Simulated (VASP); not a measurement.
# MgB (CsCl type) (Pm-3m) in VASP: single point with r2SCAN

Aim: the single point of MgB (CsCl type) with r2SCAN.

Everything below comes from runs of VASP 6.6.1. Logs are shortened: lines on timing, memory, paths and dates and some standing lists are left out, and cuts for length are marked.

### 1 The cell of the first run

Symmetry: Pm-3m, No. 221, cubic system. Conventional cell: a = 2.893 Å, b = 2.893 Å, c = 2.893 Å, α = 90.00°, β = 90.00°, γ = 90.00°. B (site symmetry m-3m) has 8 Mg at 2.51 Å and 6 B at 2.89 Å within 3.3 Å. Within 3.3 Å of Mg (site symmetry m-3m) lie 8 B at 2.51 Å and 6 Mg at 2.89 Å.

### 2 Single point, r2SCAN

POSCAR reads:

```
MgB
1.0
    2.8930974391      0.0000000000      0.0000000000
    0.0000000000      2.8930974391      0.0000000000
    0.0000000000      0.0000000000      2.8930974391
B Mg
1 1
Direct
    0.0000000000      0.0000000000      0.0000000000
    0.5000000000      0.5000000000      0.5000000000
```

INCAR.step1 reads:

```
PREC     = Accurate       # precision mode
ENCUT    = 660            # plane-wave cutoff, eV
ISMEAR   = -1             # smearing method
SIGMA    = 0.05           # smearing width, eV
LREAL    = F              # projectors in reciprocal space
LASPH    = T              # aspherical terms in the spheres
NELM     = 120            # most SCF steps
NBANDS   = 10             # bands
GGA      = PE             # functional
ALGO     = Normal         # electronic algorithm
EDIFF    = 1E-5           # SCF threshold, eV
LWAVE    = T              # write WAVECAR
LCHARG   = F              # write CHGCAR
GGA_COMPAT= F
```

INCAR.step2 reads:

```
PREC     = Accurate       # precision mode
ENCUT    = 660            # plane-wave cutoff, eV
EDIFF    = 1E-6           # SCF threshold, eV
ISMEAR   = -1             # smearing method
SIGMA    = 0.05           # smearing width, eV
LREAL    = F              # projectors in reciprocal space
LASPH    = T              # aspherical terms in the spheres
NELM     = 120            # most SCF steps
ALGO     = Normal         # electronic algorithm
ISIF     = 2              # what is computed and relaxed
LWAVE    = F              # write WAVECAR
LCHARG   = F              # write CHGCAR
METAGGA  = R2SCAN         # meta-GGA
LMIXTAU  = T            
NBANDS   = 10             # bands
ISTART   = 1            
GGA_COMPAT= F
```

KPOINTS reads:

```
Automatic mesh
0
Gamma
  11 11 11
```

Potentials or basis: VASP PAW PBE potentials, release 64 (B, Mg).

Started as:

```bash
cat potpaw_PBE.64/B/POTCAR potpaw_PBE.64/Mg/POTCAR > POTCAR
cp INCAR.step1 INCAR
mpirun -np 1 vasp_std > vasp.out
cp INCAR.step2 INCAR
mpirun -np 1 vasp_std > vasp.out
```

OUTCAR:

```text
PREC = Accurate
   ENCUT = 660
   EDIFF = 1E-6
   ISMEAR = -1
   LREAL = F
   LASPH = T
   NELM = 120
   ISIF = 2
   METAGGA = R2SCAN
   ISTART = 1

 ion  position               nearest neighbor table
   1  0.000  0.000  0.000-   2 2.51   2 2.51   2 2.51   2 2.51   2 2.51   2 2.51   2 2.51   2 2.51

   2  0.500  0.500  0.500-   1 2.51   1 2.51   1 2.51   1 2.51   1 2.51   1 2.51   1 2.51   1 2.51

  LATTYP: Found a simple cubic cell.
 ALAT       =     2.8930974391

  Lattice vectors:

 A1 = (   2.8930974391,   0.0000000000,   0.0000000000)
 A2 = (   0.0000000000,   2.8930974391,   0.0000000000)
 A3 = (   0.0000000000,   0.0000000000,   2.8930974391)

Analysis of symmetry for initial positions (statically):
=====================================================================
 Subroutine PRICEL returns:
 Original cell was already a primitive cell.

 Routine SETGRP: Setting up the symmetry group for a
 simple cubic supercell.

 Subroutine GETGRP returns: Found 48 space group operations
 (whereof 48 operations were pure point group operations)
 out of a pool of 48 trial point group operations.

The static configuration has the point symmetry O_h .

Analysis of symmetry for dynamics (positions and initial velocities):
=====================================================================
 Subroutine PRICEL returns:
 Original cell was already a primitive cell.

 Routine SETGRP: Setting up the symmetry group for a
 simple cubic supercell.

 Subroutine GETGRP returns: Found 48 space group operations
 (whereof 48 operations were pure point group operations)
 out of a pool of 48 trial point group operations.

The dynamic configuration has the point symmetry O_h .

 Subroutine INISYM returns: Found 48 space group operations
 (whereof 48 operations are pure point group operations),
 and found     1 'primitive' translations

----------------------------------------------------------------------------------------

                                     Primitive cell

  volume of cell :      24.2153

  direct lattice vectors                    reciprocal lattice vectors
     2.893097439  0.000000000  0.000000000     0.345650301  0.000000000  0.000000000
     0.000000000  2.893097439  0.000000000     0.000000000  0.345650301  0.000000000
     0.000000000  0.000000000  2.893097439     0.000000000  0.000000000  0.345650301

  length of vectors
     2.893097439  2.893097439  2.893097439     0.345650301  0.345650301  0.345650301

  position of ions in fractional coordinates (direct lattice)
     0.000000000  0.000000000  0.000000000
     0.500000000  0.500000000  0.500000000

  ion indices of the primitive-cell ions
   primitive index   ion index
                 1           1
                 2           2

----------------------------------------------------------------------------------------

 KPOINTS: Automatic mesh

Automatic generation of k-mesh.
 Grid dimensions read from file:
 generate k-points for:   11   11   11

 Generating k-lattice:

  Cartesian coordinates                     Fractional coordinates (reciprocal lattice)
     0.031422755  0.000000000  0.000000000     0.090909091  0.000000000  0.000000000
     0.000000000  0.031422755  0.000000000     0.000000000  0.090909091  0.000000000
     0.000000000  0.000000000  0.031422755     0.000000000  0.000000000  0.090909091

  Length of vectors
     0.031422755  0.031422755  0.031422755

  Shift w.r.t. Gamma in fractional coordinates (k-lattice)
     0.000000000  0.000000000  0.000000000

 Subroutine IBZKPT returns following result:
 ===========================================

 Found     56 irreducible k-points:

 Following reciprocal coordinates:
            Coordinates               Weight
  0.000000  0.000000  0.000000      1.000000
  0.090909  0.000000  0.000000      6.000000
  0.181818  0.000000  0.000000      6.000000
  0.272727  0.000000  0.000000      6.000000
  0.363636  0.000000  0.000000      6.000000
  0.454545  0.000000  0.000000      6.000000
[... 16 lines left out ...]
  0.181818  0.090909  0.090909     24.000000
  0.272727  0.090909  0.090909     24.000000
 [... further k-points ...]
   k-points           NKPTS =     56   k-points in BZ     NKDIM =     56   number of bands    NBANDS=     10
   number of dos      NEDOS =    301   number of ions     NIONS =      2
   total plane-waves  NPLWV =  13824
   dimension x,y,z NGX =    24 NGY =   24 NGZ =   24
   dimension x,y,z NGXF=    48 NGYF=   48 NGZF=   48
   ions per type =               1   1
   NGX,Y,Z   is equivalent  to a cutoff of  13.79, 13.79, 13.79 a.u.
   NGXF,Y,Z  is equivalent  to a cutoff of  27.58, 27.58, 27.58 a.u.
 SYSTEM =  unknown system
   PREC   = accura    normal or accurate (medium, high low for compatibility)
   ISTART =      1    job   : 0-new  1-cont  2-samecut
   ICHARG =      0    charge: 1-file 2-atom 10-const
   ISPIN  =      1    spin polarized calculation?
   LNONCOLLINEAR =      F non collinear calculations
   LSORBIT =      F    spin-orbit coupling
   LASPH  =      T    aspherical Exc in radial PAW
   ENCUT  =  660.0 eV  48.51 Ry    6.96 a.u.   6.06  6.06  6.06*2*pi/ulx,y,z
   NELM   =    120;   NELMIN=  2; NELMDL=  0     # of ELM steps
   EDIFF  = 0.1E-05   stopping-criterion for ELM
   LREAL  =      F    real-space projection
   EDIFFG = 0.1E-04   stopping-criterion for IOM
   NSW    =      0    number of steps for IOM
   IBRION =     -1    ionic relax: 0-MD 1-quasi-New 2-CG
   NFREE  =      0    steps in history (QN), initial steepest desc. (CG)
   ISIF   =      2    stress and relaxation
   ISYM   =      2    0-nonsym 1-usesym 2-fastsym
   POTIM  = 0.5000    time-step for ionic-motion
   TEBEG  =    0.0;   TEEND  =   0.0 temperature during run
   PSTRESS=    0.0 pullay stress
   NELECT =       5.0000    total number of electrons
   NUPDOWN=      -1.0000    fix difference up-down
   EMIN   =  10.00;   EMAX   =-10.00  energy-range for DOS
   EFERMI =   0.00;   METHOD = LEGACY
   ISMEAR =    -1;   SIGMA  =   0.05  broadening in eV -4-tet -1-fermi 0-gaus
   EFERMI_NEDOS =   21; number of points for ismear=-14 and -15
   IALGO  =     38    algorithm
   IMIX   =      4    mixing-type and parameters
     AMIX     =   0.40;   BMIX     =  1.00
     AMIX_MAG =   1.60;   BMIX_MAG =  1.00
  volume/ion in A,a.u.               =      12.11        81.71
  Fermi-wavevector in a.u.,A,eV,Ry     =   0.967613  1.828524 12.738798  0.936275
  Thomas-Fermi vector in A             =   2.097514
   LORBIT       =      0    0 simple, 1 ext, 2 COOP (PROOUT), +10 PAW based schemes
   METAGGA = R2SCAN    functional components
   LHFCALC =     F    Hartree Fock is set to
   AEXX    =    0.0000 exact exchange contribution
   IVDW    =     0    specifies the selected vdW correction
   LEPSILON=     F    determine dielectric tensor
   LRPA    =     F    only Hartree local field effects (RPA)
 non-spin polarized calculation
  energy-cutoff  :      660.00
  volume of cell :       24.22
 maximum number of plane-waves:       947
   NGX = 13   NGY = 13   NGZ = 13

 number of electron       5.0000000 magnetization

 Free energy of the ion-electron system (eV)
  ---------------------------------------------------
  ext. energy  EPLUGINS =         0.00000000
  ---------------------------------------------------
  free energy    TOTEN  =        -9.92467163 eV

  energy without entropy =       -9.92126223  energy(sigma->0) =       -9.92296693

 E-fermi :   4.6322     XC(G=0): -11.0043

 val. band max:        4.4566015974   @ k =   0.4545   0.2727   0.0909
 cond. band min:       4.6786840431   @ k =   0.3636   0.3636   0.3636
 fundamental gap:      0.2220824457
 Fermi energy:         4.6322010115

 k-point     1 :       0.0000    0.0000    0.0000
  band No.  band energies     occupation
      1      -6.8551      2.00000
      2       7.3944      0.00000
      3       7.3944      0.00000
      4       7.3944      0.00000
      5      12.0412      0.00000
      6      12.0412      0.00000
      7      14.5268      0.00000
      8      24.3097      0.00000
      9      24.3097      0.00000
     10      24.3097      0.00000

 k-point     2 :       0.0909    0.0000    0.0000
  band No.  band energies     occupation
      1      -6.7173      2.00000
      2       6.2656      0.00000
      3       7.4750      0.00000
      4       7.4750      0.00000
      5      12.1971      0.00000
      6      12.9987      0.00000
      7      14.8860      0.00000
      8      23.5275      0.00000
      9      23.5275      0.00000
     10      24.0744      0.00000

 k-point     3 :       0.1818    0.0000    0.0000
  band No.  band energies     occupation
      1      -6.3071      2.00000
      2       4.2235      1.99944
      3       7.7032      0.00000
      4       7.7032      0.00000
      5      12.6644      0.00000
      6      14.0612      0.00000
      7      16.2642      0.00000
      8      21.8668      0.00000
      9      21.8668      0.00000
     10      23.7450      0.00000

 k-point     4 :       0.2727    0.0000    0.0000
  band No.  band energies     occupation
      1      -5.6377      2.00000
      2       2.1580      2.00000
      3       8.0343      0.00000
      4       8.0343      0.00000
      5      13.4409      0.00000
      6      14.7234      0.00000
      7      17.6575      0.00000
      8      20.1845      0.00000
      9      20.1845      0.00000
     10      22.1206      0.00000
[... 222 lines left out ...]
 k-point    22 :       0.0909    0.0909    0.0909
  band No.  band energies     occupation
      1      -6.4428      2.00000
      2       6.2885      0.00000
      3       6.2885      0.00000
      4       6.8456      0.00000
      5      13.7397      0.00000
      6      13.7397      0.00000
      7      15.2902      0.00000
      8      22.1533      0.00000
      9      22.7608      0.00000
     10      22.7608      0.00000

 k-point    23 :       0.1818    0.0909    0.0909
  band No.  band energies     occupation
      1      -6.0351      2.00000
      2       4.4140      1.97488
      3       6.5731      0.00000
      4       6.9934      0.00000
      5      14.0329      0.00000
      6      14.9669      0.00000
      7      16.1627      0.00000
      8      20.7071      0.00000
      9      21.0383      0.00000
     10      22.9736      0.00000

 k-point    24 :       0.2727    0.0909    0.0909
  band No.  band energies     occupation
      1      -5.3702      2.00000
      2       2.3840      2.00000
      3       6.9990      0.00000
      4       7.3740      0.00000
      5      14.3892      0.00000
      6      15.4421      0.00000
      7      16.8046      0.00000
      8      19.0473      0.00000
      9      20.6391      0.00000
     10      23.6689      0.00000

 [... further k-points ...]

------------------------ aborting loop because EDIFF is reached ----------------------------------------

  FORCE on cell =-STRESS in cart. coord.  units (eV):
  Direction    XX          YY          ZZ          XY          YZ          ZX
  --------------------------------------------------------------------------------------
  -------------------------------------------------------------------------------------
  Total       -0.2073843     -0.2073843     -0.2073843     -0.0000000     -0.0000000      0.0000000
  in kB      -13.7213611    -13.7213611    -13.7213611     -0.0000000     -0.0000000      0.0000000
  external PRESSURE =     -13.7213611 kB  Pullay stress =       0.0000000 kB

 VOLUME and BASIS-vectors are now :
 -----------------------------------------------------------------------------
  energy-cutoff  :      660.00
  volume of cell :       24.22
      direct lattice vectors                 reciprocal lattice vectors
     2.893097439  0.000000000  0.000000000     0.345650301  0.000000000  0.000000000
     0.000000000  2.893097439  0.000000000     0.000000000  0.345650301  0.000000000
     0.000000000  0.000000000  2.893097439     0.000000000  0.000000000  0.345650301

 POSITION                                       TOTAL-FORCE (eV/Angst)
 -----------------------------------------------------------------------------------
      0.00000      0.00000      0.00000         0.000000      0.000000      0.000000
      1.44655      1.44655      1.44655         0.000000      0.000000      0.000000
 -----------------------------------------------------------------------------------
    total drift:                                0.000000      0.000000      0.000000

  FREE ENERGIE OF THE ION-ELECTRON SYSTEM (eV)
  ---------------------------------------------------
  free  energy   TOTEN  =        -9.9246716347 eV

  energy  without entropy=       -9.9212622279  energy(sigma->0) =       -9.92296693
```

It took 17 s on 1 thread of Intel Xeon 6975P-C, shared host; peak memory 0.16 GiB.

Results:

```
Free energy : -9.9247 eV
Pressure    : -1.4 GPa
```

Caveat: the PAW data sets were made with another functional, which shifts forces and pressure a little.
